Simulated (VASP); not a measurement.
# H6C in VASP: further runs

Runs on H6C. Level: PBE+D3(BJ). Tasks: single point.

Program: VASP 6.6.1. These are calculated values, not measurements. Logs are shortened: lines on timing, memory, paths and dates and some standing lists are left out, and cuts for length are marked.

### 1 The cell of the first run

The cell holds an amorphous packing of atoms, 28 atoms: a = 7.192 Å, b = 7.192 Å, c = 7.192 Å, α = 90.00°, β = 90.00°, γ = 90.00°.

### 2 Single point, PBE+D3(BJ)

INCAR reads:

```
  ALGO = Normal
  EDIFF = 1E-6
  ENCUT = 520
  GGA = PE
  ISIF = 2
  ISMEAR = -1
  IVDW = 12
  LASPH = T
  LCHARG = F
  LREAL = Auto
  LWAVE = F
  NBANDS = 40
  NELM = 80
  PREC = Accurate
  SIGMA = 0.05
```

KPOINTS reads:

```
k-points
0
Gamma
  1 1 1
```

POSCAR reads:

```
H6C
1.0
    7.1919660000      0.0000000000      0.0000000000
    0.0000000000      7.1919660000      0.0000000000
    0.0000000000      0.0000000000      7.1919660000
H C
24 4
Direct
    0.3958861874      0.5799804949      0.2459689047
    0.5018933627      0.6006007259      0.2527959671
    0.6711794800      0.6252810428      0.8698873159
    0.7737244587      0.6534235562      0.8452626166
    0.3305354892      0.9758805868      0.4581362036
    0.2483743666      1.0362117952      0.4805501027
    0.6524502480      0.1126673847      0.6067881856
    0.6530342329      0.1153648390      0.7085823264
    0.3803549683      0.5471382929      0.7335685402
    0.1283376479      0.5070936097      0.7146863598
    0.1992501077      0.7072753125      0.8345284168
    0.2190082656      0.4740428417      0.9071650227
    0.1522949358     -0.0338294147      0.0074249517
    0.2493893881      0.1674229272      0.1092747101
    0.2239721378      0.1500980400     -0.1440913375
    0.4016287063      0.0225390387     -0.0348861494
    0.9518815856      0.1403232440      0.2571897587
    0.7140745660      0.1322308810      0.2553543774
    0.8184549260     -0.0681593879      0.1860409240
    0.8621008498      0.1411436038      0.0352476639
   -0.1739719014      0.6198583252      0.2460801400
   -0.1239716650      0.7132959194      0.4823993884
    0.0537822342      0.6965967303      0.3024485933
   -0.0361097369      0.4995852316      0.4066342917
    0.2422981421      0.5646995550      0.7920782718
    0.2570924279      0.0739714287     -0.0174083137
    0.8362525629      0.0853174222      0.1797561334
   -0.0733735393      0.6372666389      0.3629744634
```

Potentials or basis: VASP PAW PBE potentials, release 64 (H, C).

Run with:

```bash
$ cat potpaw_PBE.64/H/POTCAR potpaw_PBE.64/C/POTCAR > POTCAR
$ mpirun -np 1 vasp_gam > vasp.out
```

OUTCAR:

```text
EDIFF = 1E-6
   ENCUT = 520
   GGA = PE
   ISIF = 2
   ISMEAR = -1
   IVDW = 12
   LASPH = T
   LREAL = Auto
   NELM = 80
   PREC = Accurate
 IVDW          = 12

 ion  position               nearest neighbor table
   1  0.396  0.580  0.246-   2 0.78
   2  0.502  0.601  0.253-   1 0.78
   3  0.671  0.625  0.870-   4 0.79
   4  0.774  0.653  0.845-   3 0.79
   5  0.331  0.976  0.458-   6 0.75
   6  0.248  0.036  0.481-   5 0.75
[... 16 lines left out ...]
  23  0.054  0.697  0.302-  28 1.10
  24  0.964  0.500  0.407-  28 1.07
  25  0.242  0.565  0.792-  12 1.07  10 1.07   9 1.09  11 1.11
  26  0.257  0.074  0.983-  15 1.09  13 1.10  16 1.11  14 1.13
  27  0.836  0.085  0.180-  17 1.08  18 1.09  19 1.11  20 1.13
  28  0.927  0.637  0.363-  24 1.07  22 1.08  23 1.10  21 1.12

  LATTYP: Found a simple cubic cell.
 ALAT       =     7.1919660000

  Lattice vectors:

 A1 = (   7.1919660000,   0.0000000000,   0.0000000000)
 A2 = (   0.0000000000,   7.1919660000,   0.0000000000)
 A3 = (   0.0000000000,   0.0000000000,   7.1919660000)

Analysis of symmetry for initial positions (statically):
=====================================================================
 Subroutine PRICEL returns:
 Original cell was already a primitive cell.

 Routine SETGRP: Setting up the symmetry group for a
 simple cubic supercell.

 Subroutine GETGRP returns: Found  1 space group operations
 (whereof  1 operations were pure point group operations)
 out of a pool of 48 trial point group operations.

The static configuration has the point symmetry C_1 .

Analysis of symmetry for dynamics (positions and initial velocities):
=====================================================================
 Subroutine PRICEL returns:
 Original cell was already a primitive cell.

 Routine SETGRP: Setting up the symmetry group for a
 simple cubic supercell.

 Subroutine GETGRP returns: Found  1 space group operations
 (whereof  1 operations were pure point group operations)
 out of a pool of 48 trial point group operations.

The dynamic configuration has the point symmetry C_1 .

 Subroutine INISYM returns: Found  1 space group operations
 (whereof  1 operations are pure point group operations),
[... 123 lines left out ...]
   NELM   =     80;   NELMIN=  2; NELMDL= -5     # of ELM steps
   EDIFF  = 0.1E-05   stopping-criterion for ELM
   LREAL  =      T    real-space projection
   EDIFFG = 0.1E-04   stopping-criterion for IOM
   NSW    =      0    number of steps for IOM
   IBRION =     -1    ionic relax: 0-MD 1-quasi-New 2-CG
   NFREE  =      0    steps in history (QN), initial steepest desc. (CG)
   ISIF   =      2    stress and relaxation
   ISYM   =      2    0-nonsym 1-usesym 2-fastsym
   POTIM  = 0.5000    time-step for ionic-motion
   TEBEG  =    0.0;   TEEND  =   0.0 temperature during run
   PSTRESS=    0.0 pullay stress
   NELECT =      40.0000    total number of electrons
   NUPDOWN=      -1.0000    fix difference up-down
   EMIN   =  10.00;   EMAX   =-10.00  energy-range for DOS
   EFERMI =   0.00;   METHOD = LEGACY
   ISMEAR =    -1;   SIGMA  =   0.05  broadening in eV -4-tet -1-fermi 0-gaus
   EFERMI_NEDOS =   21; number of points for ismear=-14 and -15
   IALGO  =     38    algorithm
   IMIX   =      4    mixing-type and parameters
     AMIX     =   0.40;   BMIX     =  1.00
     AMIX_MAG =   1.60;   BMIX_MAG =  1.00
  volume/ion in A,a.u.               =      13.29        89.66
  Fermi-wavevector in a.u.,A,eV,Ry     =   0.778480  1.471113  8.245544  0.606030
  Thomas-Fermi vector in A             =   1.881384
   LORBIT       =      0    0 simple, 1 ext, 2 COOP (PROOUT), +10 PAW based schemes
   GGA     = PE    functional components
   LHFCALC =     F    Hartree Fock is set to
   AEXX    =    0.0000 exact exchange contribution
   IVDW    =    12    specifies the selected vdW correction
   LEPSILON=     F    determine dielectric tensor
   LRPA    =     F    only Hartree local field effects (RPA)
 non-spin polarized calculation
  energy-cutoff  :      520.00
  volume of cell :      372.00
 maximum number of plane-waves:      4970
 NGX is ok and might be reduce to    54
   NGX = 27   NGY = 27   NGZ = 27

 number of electron      40.0000001 magnetization

 Free energy of the ion-electron system (eV)
  ---------------------------------------------------
  ext. energy  EPLUGINS =         0.00000000
  ---------------------------------------------------
  free energy    TOTEN  =      -122.74866376 eV

  energy without entropy =     -122.74866376  energy(sigma->0) =     -122.74866376

 E-fermi :  -5.5333     XC(G=0):  -5.2770

 val. band max:       -6.7979749102   @ k =   0.0000   0.0000   0.0000
 cond. band min:       0.9786532377   @ k =   0.0000   0.0000   0.0000
 fundamental gap:      7.7766281479
 Fermi energy:        -5.5333130543

 k-point     1 :       0.0000    0.0000    0.0000
  band No.  band energies     occupation
      1     -15.5835      2.00000
      2     -15.4193      2.00000
      3     -15.3145      2.00000
      4     -15.0459      2.00000
      5      -8.9157      2.00000
      6      -8.6832      2.00000
[... 24 lines left out ...]
     31       3.7484      0.00000
     32       3.8319      0.00000
 [bands above 32 left out]

------------------------ aborting loop because EDIFF is reached ----------------------------------------

 Edisp (eV)   -0.61966

 E8    (eV) :    -0.1230

  FORCE on cell =-STRESS in cart. coord.  units (eV):
  Direction    XX          YY          ZZ          XY          YZ          ZX
  --------------------------------------------------------------------------------------
  -------------------------------------------------------------------------------------
  Total      -2.03351     0.25924    -0.27038    -1.44340    -0.91655     2.38437
  in kB      -8.75816     1.11654    -1.16452    -6.21664    -3.94750    10.26931
  external pressure =       -2.94 kB  Pullay stress =        0.00 kB

 VOLUME and BASIS-vectors are now :
 -----------------------------------------------------------------------------
  energy-cutoff  :      520.00
  volume of cell :      372.00
      direct lattice vectors                 reciprocal lattice vectors
     7.191966000  0.000000000  0.000000000     0.139044039  0.000000000  0.000000000
     0.000000000  7.191966000  0.000000000     0.000000000  0.139044039  0.000000000
     0.000000000  0.000000000  7.191966000     0.000000000  0.000000000  0.139044039

 POSITION                                       TOTAL-FORCE (eV/Angst)
 -----------------------------------------------------------------------------------
      2.84720      4.17120      1.76900         0.718846      0.161578      0.055959
      3.60960      4.31950      1.81810        -0.748064     -0.148190     -0.019737
      4.82710      4.49700      6.25620         0.891631      0.239862     -0.214191
      5.56460      4.69940      6.07910        -0.849420     -0.259876      0.210192
      2.37720      7.01850      3.29490        -0.000238     -0.003013     -0.013334
      1.78630      0.26043      3.45610        -0.023111      0.016012      0.008725
[... 20 lines left out ...]
      6.01430      0.61360      1.29280        -0.284612     -0.294953     -0.595442
      6.66427      4.58320      2.61050         0.171871     -0.325828     -1.220422
 -----------------------------------------------------------------------------------
    total drift:                                0.011289     -0.003346     -0.006533

  FREE ENERGIE OF THE ION-ELECTRON SYSTEM (eV)
  ---------------------------------------------------
  free  energy   TOTEN  =      -123.3683281613 eV

  energy  without entropy=     -123.3683281613  energy(sigma->0) =     -123.36832816
```

OSZICAR:

```text
N       E                     dE             d eps       ncg     rms          rms(c)
DAV:   1     0.192061864400E+03    0.19206E+03   -0.16941E+04    80   0.808E+02
DAV:   2    -0.102585992421E+03   -0.29465E+03   -0.28268E+03   104   0.179E+02
DAV:   3    -0.137088707677E+03   -0.34503E+02   -0.34304E+02   104   0.632E+01
DAV:   4    -0.138060906119E+03   -0.97220E+00   -0.96990E+00   104   0.128E+01
DAV:   5    -0.138080387704E+03   -0.19482E-01   -0.19478E-01   104   0.174E+00    0.194E+01
DAV:   6    -0.125200959121E+03    0.12879E+02   -0.19538E+01    96   0.153E+01    0.936E+00
DAV:   7    -0.123165212022E+03    0.20357E+01   -0.46839E+00   112   0.752E+00    0.495E+00
DAV:   8    -0.122767143859E+03    0.39807E+00   -0.10537E+00   104   0.363E+00    0.127E+00
DAV:   9    -0.122742743900E+03    0.24400E-01   -0.77775E-02    96   0.109E+00    0.406E-01
DAV:  10    -0.122749687634E+03   -0.69437E-02   -0.30079E-02   104   0.798E-01    0.231E-01
DAV:  11    -0.122748809460E+03    0.87817E-03   -0.90498E-03   104   0.370E-01    0.877E-02
DAV:  12    -0.122748743866E+03    0.65594E-04   -0.43225E-04    96   0.924E-02    0.581E-02
DAV:  13    -0.122748668690E+03    0.75176E-04   -0.15247E-04    96   0.659E-02    0.234E-02
DAV:  14    -0.122748663949E+03    0.47416E-05   -0.47260E-05   112   0.317E-02    0.839E-03
DAV:  15    -0.122748663760E+03    0.18928E-06   -0.87339E-06    96   0.128E-02
   1 F= -.12336833E+03 E0= -.12336833E+03  d E =-.341485E-10
```

Run time: 28 s. Hardware: 1 thread of Intel Xeon 6975P-C (Granite Rapids), shared host; peak memory 0.33 GiB.

What came out:

| Quantity | Value |
| --- | --- |
| Free energy | -123.3683 eV |
| Pressure | -0.3 GPa |
| Largest force | 1.663 eV/Å |
| Band gap on the k mesh | 7.78 eV |
| Dispersion energy per atom | -0.022 eV |

Forces in eV/Å, atoms in the order of the input:
```
H    0.719  0.162  0.056
H   -0.748 -0.148 -0.020
H    0.892  0.240 -0.214
H   -0.849 -0.260  0.210
H    0.000 -0.003 -0.013
H   -0.023  0.016  0.009
H    0.026 -0.012 -0.677
H    0.025  0.018  0.688
H    0.034  0.149 -0.235
H   -0.295  0.046 -1.534
H    0.630 -0.468 -0.355
H    0.680 -0.407  1.462
H    0.350 -0.211 -0.171
H    0.220 -0.407 -0.978
H   -0.219  0.234 -0.092
H   -0.544 -0.153  0.261
H    0.717 -0.330  0.597
H   -0.521  0.695 -0.463
H    0.710  0.532 -0.308
H   -0.889 -0.435  0.782
H    0.074  0.289  0.601
H   -0.260  0.419  0.078
H   -0.067  0.297  0.197
H    0.127 -0.827  0.361
C   -1.053  0.721  0.591
C    0.379  0.465  0.983
C   -0.285 -0.295 -0.595
C    0.172 -0.326 -1.220
```

Stress tensor (GPa, compression positive):
```
-0.88 -0.62  1.03
-0.62  0.11 -0.39
 1.03 -0.39 -0.12
```

Caveat: the k points lie up to 0.87 Å⁻¹ apart.

### 3 Single point, PBE+D3(BJ)

INCAR reads:

```
ALGO = Normal
EDIFF = 1E-6
ENCUT = 520
GGA = PE
ISIF = 2
ISMEAR = -1
IVDW = 12
LASPH = True
LCHARG = False
LREAL = Auto
LWAVE = False
NBANDS = 40
NELM = 60
PREC = Accurate
SIGMA = 0.05
```

KPOINTS is that of step 2.

POSCAR reads:

```
H6C
1.0
    7.1919660000      0.0000000000      0.0000000000
    0.0000000000      7.1919660000      0.0000000000
    0.0000000000      0.0000000000      7.1919660000
H C
24 4
Direct
    0.4111393185      0.5997386528      0.2313136631
    0.5178695227      0.6008510051      0.2451902581
    0.6833875466      0.6142270417      0.8837639110
    0.7707906294      0.6618496250      0.8315667788
    0.3300210262      0.9783694751      0.4714844314
    0.2562720680      1.0500049639      0.4982365045
    0.6352226915      0.0761266113      0.5997247484
    0.6567745176      0.0939381527      0.6972363329
    0.3846931423      0.5746829170      0.7313021224
    0.1385712891      0.5169240233      0.6956234220
    0.2061466920      0.7129622137      0.8135327670
    0.2296868478      0.4854444529      0.9130882988
    0.1529623472     -0.0381675887     -0.0066741139
    0.2557576051      0.1666025674      0.1103314448
    0.2113886523      0.1550480077     -0.1328009615
    0.3974156719      0.0144466756     -0.0460374813
    0.9642008875      0.1309794846      0.2465389853
    0.7079983415      0.1224421806      0.2473176319
    0.8499623052     -0.0714408272      0.1599840711
    0.8441919775      0.1418944417      0.0339267455
   -0.1749869229      0.6218883682      0.2439388618
   -0.1405040013      0.7301897701      0.4732920039
    0.0583706875      0.7050923211      0.3065225837
   -0.0517382869      0.5065096248      0.4075102691
    0.2453153978      0.5744326378      0.7913691472
    0.2552987598      0.0779758970     -0.0145161977
    0.8370868272      0.0827729163      0.1713856823
   -0.0743468476      0.6447472082      0.3594427449
```

Potentials or basis: VASP PAW PBE potentials, release 64 (H, C).

Run with:

```bash
$ cat potpaw_PBE.64/H/POTCAR potpaw_PBE.64/C/POTCAR > POTCAR
$ mpirun -np 1 vasp_gam > vasp.out
```

It took 29 s on 1 thread of Intel Xeon 6975P-C (Granite Rapids), shared host; peak memory 0.34 GiB.

The run converged. Its results:

| Quantity | Value |
| --- | --- |
| Free energy | -123.5325 eV |
| Pressure | -0.7 GPa |
| Largest force | 1.926 eV/Å |
| Band gap on the k mesh | 7.89 eV |
| Dispersion energy per atom | -0.022 eV |

Forces on the atoms (eV/Å):
```
H    0.612  0.014  0.091
H   -0.661  0.000 -0.052
H    1.137  0.621 -0.689
H   -1.088 -0.638  0.674
H   -0.324  0.282  0.081
H    0.274 -0.277 -0.104
H   -0.117 -0.124 -0.739
H    0.192  0.135  0.760
H    0.077 -0.347 -0.045
H    0.553  0.129 -0.205
H   -0.421  1.588  0.603
H    0.429  0.218  0.402
H    0.481  0.423  0.450
H    0.062 -0.296 -0.141
H   -0.134  0.865 -0.923
H   -1.103  0.653  0.424
H   -0.682 -0.094 -0.083
H    0.523 -0.125 -0.363
H   -0.289  0.689  0.030
H   -0.257  0.331 -0.594
H    0.287  0.525  0.177
H    0.521 -0.427 -0.805
H   -0.596 -0.117  0.257
H    0.444 -0.940  0.681
C   -0.633 -1.568 -0.824
C    0.894 -1.698  0.162
C    0.413 -0.611  1.045
C   -0.596  0.787 -0.270
```

Stress tensor (GPa, compression positive):
```
-2.45 -0.63  0.69
-0.63  0.22 -0.90
 0.69 -0.90  0.18
```

Levels at points of the mesh, in eV from the valence-band top:
```
           k point  band 16  band 17  band 18  band 19  band 20  band 21  band 22  band 23  band 24  band 25
(0.00, 0.00, 0.00)    -0.57    -0.37    -0.30    -0.11     0.00     7.89     8.66     8.99     9.26     9.31
```

Caveat: the k points lie up to 0.87 Å⁻¹ apart.

### 4 Single point, PBE+D3(BJ)

INCAR reads:

```
SYSTEM = H6C
  PREC = Accurate
  ENCUT = 520
  EDIFF = 1E-7
  ISMEAR = -1
  SIGMA = 0.05
  LREAL = Auto
  LASPH = .True.
  NELM = 80
  ALGO = Normal
  ISIF = 2
  LWAVE = .False.
  LCHARG = .True.
  GGA = PE
  IVDW = 12
  LELF = .True.
  LVHAR = .True.
  NBANDS = 40
```

KPOINTS reads:

```
regular mesh
0
Gamma
  1 1 1
  0 0 0
```

POSCAR reads:

```
H6C
1.0
    7.1919660000      0.0000000000      0.0000000000
    0.0000000000      7.1919660000      0.0000000000
    0.0000000000      0.0000000000      7.1919660000
H C
24 4
Direct
    0.4108751348      0.5870717409      0.2512803870
    0.5102221006      0.5821634863      0.2769618210
    0.6907568807      0.6123082339      0.8427598239
    0.7750731858      0.6902980353      0.8449150066
    0.3347485236      0.9640062258      0.4821908224
    0.2674233999      1.0355582882      0.5196631908
    0.6419524230      0.0761822289      0.6045773854
    0.6801061073      0.0747917885      0.7034655058
    0.3769761982      0.5703447430      0.7228343404
    0.1285601183      0.5357644905      0.6841940020
    0.2074537060      0.7128787872      0.8263387230
    0.2225538886      0.4709560640      0.9000320636
    0.1570502419     -0.0395163158     -0.0097608915
    0.2629044687      0.1567443450      0.1100950700
    0.2098452635      0.1636687381     -0.1337742698
    0.3975686203      0.0153504619     -0.0595108486
    0.9515339755      0.1266274062      0.2673955911
    0.7120028098      0.1276285233      0.2160744364
    0.8309132718     -0.0695498282      0.1693695437
    0.8515056940      0.1357625995      0.0257926692
   -0.1779068477      0.6315936421      0.2536302313
   -0.1317164180      0.7263382502      0.4769627665
    0.0569524383      0.7049115638      0.3189531207
   -0.0562711225      0.4928276913      0.4044373958
    0.2431741196      0.5741267409      0.7889775897
    0.2551180025      0.0686043288     -0.0183677175
    0.8491141365      0.0853313266      0.1705375137
   -0.0764881258      0.6414240557      0.3582052529
```

Run with:

```bash
$ cat potpaw_PBE.64/H/POTCAR potpaw_PBE.64/C/POTCAR > POTCAR
$ mpirun -np 1 vasp_gam > vasp.out
```

Run time: 30 s. Hardware: 1 thread of Intel Xeon 6975P-C (Granite Rapids), shared host; peak memory 0.34 GiB.

Results (log left out):

```yaml
Free_energy: -123.3281 eV
Pressure: -0.5 GPa
Largest_force: 2.951 eV/Å
Band_gap_on_the_k_mesh: 7.73 eV
Dispersion_energy_per_atom: -0.022 eV
```

Forces on the atoms (eV/Å):
```
H   -0.491  0.030 -0.116
H    0.445 -0.016  0.137
H    1.303  1.216  0.042
H   -1.268 -1.239 -0.032
H   -0.143  0.118  0.024
H    0.096 -0.110 -0.057
H    0.177  0.007  0.336
H   -0.099  0.010 -0.331
H    0.648 -0.200 -0.212
H    1.182  0.226  0.569
H    0.009  0.864  0.621
H    0.444  0.388  0.124
H   -0.838 -1.109  0.402
H   -0.011 -0.676 -0.515
H    0.199 -0.445  0.501
H   -0.970  0.277  0.467
H    1.067  0.535  0.439
H   -0.433  0.493  0.562
H    0.548  0.722 -0.155
H    0.734  0.048  0.276
H   -0.930  0.318 -1.501
H    0.145 -0.550 -0.510
H   -0.186 -0.211 -0.350
H    0.140  0.962 -0.002
C   -2.257 -1.256 -1.167
C    1.829  1.891 -0.838
C   -2.210 -1.618 -1.098
C    0.871 -0.676  2.383
```

Stress tensor (GPa, compression positive):
```
-0.17 -0.22 -0.04
-0.22 -0.82  0.00
-0.04  0.00 -0.43
```

Levels at points of the mesh, in eV from the valence-band top:
```tsv
k point	band 17	band 18	band 19	band 20	band 21	band 22	band 23	band 24
(0.00, 0.00, 0.00)	-0.44	-0.35	-0.22	0.00	7.73	8.44	8.73	9.13
```

Caveat: the k points lie up to 0.87 Å⁻¹ apart.
